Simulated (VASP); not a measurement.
# AgCl (Chlorargyrite) (Fm-3m) in VASP: settings compared, part 2 of 2

VASP 6.6.1.

**4. Single point, PBE**

Input file INCAR:

```
SYSTEM = AgCl
PREC = Accurate ; ENCUT = 520
EDIFF = 1E-6 ; ISMEAR = 0
SIGMA = 0.01 ; LREAL = .FALSE.
LASPH = .TRUE. ; NELM = 100
ALGO = Normal ; ISIF = 2
LWAVE = .FALSE. ; LCHARG = .TRUE.
GGA = PE ; LELF = .TRUE.
LVHAR = .TRUE. ; NBANDS = 16
```

Input file KPOINTS:

```
Automatic mesh
0
G
  6 6 6
  0 0 0
```

Input file POSCAR:

```
AgCl
1.0
    0.0000000000      2.7350000000      2.7350000000
    2.7350000000      0.0000000000      2.7350000000
    2.7350000000      2.7350000000      0.0000000000
Ag Cl
1 1
Direct
    0.0000000000      0.0000000000      0.0000000000
    0.5000000000      0.5000000000      0.5000000000
```

Potentials or basis: VASP PAW PBE potentials, release 64 (Ag, Cl).

On the command line:

```
$ cat potpaw_PBE.64/Ag/POTCAR potpaw_PBE.64/Cl/POTCAR > POTCAR
$ mpirun -np 1 vasp_std > vasp.out
```

OUTCAR:

```text
SYSTEM = AgCl
   PREC = Accurate
   ENCUT = 520
   EDIFF = 1E-6
   ISMEAR = 0
   LREAL = .FALSE.
   LASPH = .TRUE.
   NELM = 100
   ISIF = 2
   GGA = PE

 ion  position               nearest neighbor table
   1  0.000  0.000  0.000-   2 2.73   2 2.73   2 2.73   2 2.73   2 2.73   2 2.73
   2  0.500  0.500  0.500-   1 2.73   1 2.73   1 2.73   1 2.73   1 2.73   1 2.73

  LATTYP: Found a face centered cubic cell.
 ALAT       =     5.4700000000

  Lattice vectors:

 A1 = (   0.0000000000,   2.7350000000,   2.7350000000)
 A2 = (   2.7350000000,   0.0000000000,   2.7350000000)
 A3 = (   2.7350000000,   2.7350000000,   0.0000000000)

Analysis of symmetry for initial positions (statically):
=====================================================================
 Subroutine PRICEL returns:
 Original cell was already a primitive cell.

 Routine SETGRP: Setting up the symmetry group for a
 face centered cubic supercell.

 Subroutine GETGRP returns: Found 48 space group operations
 (whereof 48 operations were pure point group operations)
 out of a pool of 48 trial point group operations.

The static configuration has the point symmetry O_h .

Analysis of symmetry for dynamics (positions and initial velocities):
=====================================================================
 Subroutine PRICEL returns:
 Original cell was already a primitive cell.

 Routine SETGRP: Setting up the symmetry group for a
 face centered cubic supercell.

 Subroutine GETGRP returns: Found 48 space group operations
 (whereof 48 operations were pure point group operations)
 out of a pool of 48 trial point group operations.

The dynamic configuration has the point symmetry O_h .

 Subroutine INISYM returns: Found 48 space group operations
 (whereof 48 operations are pure point group operations),
 and found     1 'primitive' translations

----------------------------------------------------------------------------------------

                                     Primitive cell

  volume of cell :      40.9168

[... 99 lines left out ...]
     AMIX_MAG =   1.60;   BMIX_MAG =  1.00
  volume/ion in A,a.u.               =      20.46       138.06
  Fermi-wavevector in a.u.,A,eV,Ry     =   1.245083  2.352866 21.092186  1.550232
  Thomas-Fermi vector in A             =   2.379321
   LORBIT       =      0    0 simple, 1 ext, 2 COOP (PROOUT), +10 PAW based schemes
   GGA     = PE    functional components
   LHFCALC =     F    Hartree Fock is set to
   AEXX    =    0.0000 exact exchange contribution
   IVDW    =     0    specifies the selected vdW correction
   LEPSILON=     F    determine dielectric tensor
   LRPA    =     F    only Hartree local field effects (RPA)
 non-spin polarized calculation
 Gauss-broadening in eV      SIGMA  =   0.01
  energy-cutoff  :      520.00
  volume of cell :       40.92
 maximum number of plane-waves:      1113
 NGX is ok and might be reduce to    30
   NGX = 15   NGY = 15   NGZ = 15

 number of electron      18.0000002 magnetization

 Free energy of the ion-electron system (eV)
  ---------------------------------------------------
  ext. energy  EPLUGINS =         0.00000000
  ---------------------------------------------------
  free energy    TOTEN  =        -5.36504948 eV

  energy without entropy =       -5.36504948  energy(sigma->0) =       -5.36504948

 E-fermi :   4.4391     XC(G=0): -10.1847

 val. band max:        4.3576342281   @ k =   0.5000   0.0000   0.0000
 cond. band min:       5.2597377697   @ k =   0.0000   0.0000   0.0000
 fundamental gap:      0.9021035415
 Fermi energy:         4.4391453006

 k-point     1 :       0.0000    0.0000    0.0000
  band No.  band energies     occupation
      1     -11.0775      2.00000
      2       1.7428      2.00000
      3       1.7428      2.00000
      4       1.7428      2.00000
      5       1.7863      2.00000
      6       1.7863      2.00000
[... 281 lines left out ...]
      3       0.0772      2.00000
      4       0.3758      2.00000
      5       2.0293      2.00000
      6       2.2813      2.00000
[... 8 lines left out ...]
     15      18.7500      0.00000
     16      19.5051      0.00000

------------------------ aborting loop because EDIFF is reached ----------------------------------------

  FORCE on cell =-STRESS in cart. coord.  units (eV):
  Direction    XX          YY          ZZ          XY          YZ          ZX
  --------------------------------------------------------------------------------------
  -------------------------------------------------------------------------------------
  Total        0.9650933      0.9650933      0.9650933     -0.0000000      0.0000000     -0.0000000
  in kB       37.7900887     37.7900887     37.7900887     -0.0000000      0.0000000     -0.0000000
  external PRESSURE =      37.7900887 kB  Pullay stress =       0.0000000 kB

 VOLUME and BASIS-vectors are now :
 -----------------------------------------------------------------------------
  energy-cutoff  :      520.00
  volume of cell :       40.92
      direct lattice vectors                 reciprocal lattice vectors
     0.000000000  2.735000000  2.735000000    -0.182815356  0.182815356  0.182815356
     2.735000000  0.000000000  2.735000000     0.182815356 -0.182815356  0.182815356
     2.735000000  2.735000000  0.000000000     0.182815356  0.182815356 -0.182815356

 POSITION                                       TOTAL-FORCE (eV/Angst)
 -----------------------------------------------------------------------------------
      0.00000      0.00000      0.00000         0.000000     -0.000000      0.000000
      2.73500      2.73500      2.73500        -0.000000      0.000000     -0.000000
 -----------------------------------------------------------------------------------
    total drift:                               -0.000000      0.000000      0.000000

  FREE ENERGIE OF THE ION-ELECTRON SYSTEM (eV)
  ---------------------------------------------------
  free  energy   TOTEN  =        -5.3650494803 eV

  energy  without entropy=       -5.3650494803  energy(sigma->0) =       -5.36504948
```

Wall time 24 s (1 thread of AMD EPYC 7R13, shared host); peak memory 0.14 GiB.

What came out:

```
Free energy            : -5.3650 eV
Pressure               : 3.8 GPa
Band gap on the k mesh : 0.90 eV, indirect (least direct gap 3.40 eV)
```

A k mesh can miss the band edges. Expect the measured gap to be larger: semilocal functionals such as PBE lack the derivative discontinuity.

**5. The runs side by side**

| level | gap on the mesh (eV) | pressure (GPa) |
| --- | --- | --- |
| revPBE | 1.03 | 6.1 |
| RPBE | 1.07 | 7.0 |
| PBE | 0.90 | 3.8 |

Alike in all rows: task single point; potentials or basis VASP PAW PBE potentials, release 64 (Ag, Cl); no spin polarisation; cell as given; k mesh 6 × 6 × 6; cutoff (eV) 520; smearing gaussian 0.01 eV.

On the cell as given the gap runs from 0.90 eV (PBE) to 1.07 eV (RPBE). The pressure there spans 3.8 GPa (PBE) to 7.0 GPa (RPBE); a positive pressure means that this level wants a larger cell, a negative one a smaller.

Caveats: the PAW data sets were made with another functional, which shifts forces and pressure a little (some runs).

Total energies depend on the potentials used, so only differences within one code and one set of settings carry meaning.
